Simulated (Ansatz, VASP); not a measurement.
## One calculation of Cs2SnI6, two programs

The input INCAR:

```
  ALGO = Normal
  EDIFF = 1E-8
  ENCUT = 400
  GGA = PS
  GGA_COMPAT = F
  ISIF = 2
  ISMEAR = -1
  LASPH = T
  LCHARG = F
  LEFG = T
  LREAL = F
  LWAVE = F
  NBANDS = 47
  NELM = 120
  PREC = Accurate
  SIGMA = 0.15
```

The input KPOINTS:

```
k-points
0
Gamma
  6 6 6
```

The input POSCAR:

```
Cs2SnI6
1.0
    0.0000000000      5.7686198051      5.7686198051
    5.7686198051      0.0000000000      5.7686198051
    5.7686198051      5.7686198051      0.0000000000
Cs Sn I
2 1 6
Direct
    0.2500000000      0.2500000000      0.2500000000
    0.7500000000      0.7500000000      0.7500000000
    0.0000000000      0.0000000000      0.0000000000
    0.7504262843      0.2495737157      0.2495737157
    0.2495737157      0.7504262843      0.2495737157
    0.2495737157      0.7504262843      0.7504262843
    0.7504262843      0.2495737157      0.7504262843
    0.2495737157      0.2495737157      0.7504262843
    0.7504262843      0.7504262843      0.2495737157
```

Input for Ansatz:

```yaml
crystal:
  lattice:
    - [0.0, 5.7686198051, 5.7686198051]
    - [5.7686198051, 0.0, 5.7686198051]
    - [5.7686198051, 5.7686198051, 0.0]
  atoms:
    - { symbol: Cs, position: [0.25, 0.25, 0.25] }
    - { symbol: Cs, position: [0.75, 0.75, 0.75] }
    - { symbol: Sn, position: [0.0, 0.0, 0.0] }
    - { symbol: I, position: [0.7504262843, 0.2495737157, 0.2495737157] }
    - { symbol: I, position: [0.2495737157, 0.7504262843, 0.2495737157] }
    - { symbol: I, position: [0.2495737157, 0.7504262843, 0.7504262843] }
    - { symbol: I, position: [0.7504262843, 0.2495737157, 0.7504262843] }
    - { symbol: I, position: [0.2495737157, 0.2495737157, 0.7504262843] }
    - { symbol: I, position: [0.7504262843, 0.7504262843, 0.2495737157] }
basis:
  ecutwfc: 420
kpoints:
  mp_grid: { grid: [6, 6, 6] }
hamiltonian:
  xc: pbesol
scf:
  occupations: { method: fermi_dirac, width: 0.15 }
output:
  forces: true
  stress: true
  eigenvalues: true
  efg: {}
checkpoint:
  read: start.run
  write: ck
  compress: false
  write_wavefunctions: false
  write_every: 100000
```

Alike in both runs: task electric field gradients; functional PBEsol; k mesh 6 × 6 × 6; occupations fermi-dirac, width 0.15 eV; no spin polarisation.

|  | VASP | Ansatz |
| --- | --- | --- |
| version | VASP 6.6.1 | Ansatz 0.2.0 |
| potentials or method | VASP PAW PBE potentials, release 64 (Cs_sv, Sn_d, I), cutoff 400 eV | scalar-relativistic, plane waves, PAW |
| valence electrons in the cell | 74 | 134 |

|  | VASP | Ansatz | Ansatz less VASP |
| --- | --- | --- | --- |
| gap on the k mesh at the Fermi level (eV) | none | none | - |
| pressure (GPa) | 0.0 | 0.0 | -0.02 |
| size of Vzz on the site where it differs most (V/Å²) | 523.5 | 539.0 | +15.48 |

VASP's potentials were made for PBE, not for PBEsol. A gap of «none» marks a metal or a gap that the smearing closes. The functional is the same, so the differences come from potentials, cutoffs and numerics. VASP's potentials hold 74 valence electrons a cell and Ansatz's 134, so a difference there can come from the potentials and not from the codes.

Neither program's run includes spin-orbit coupling.
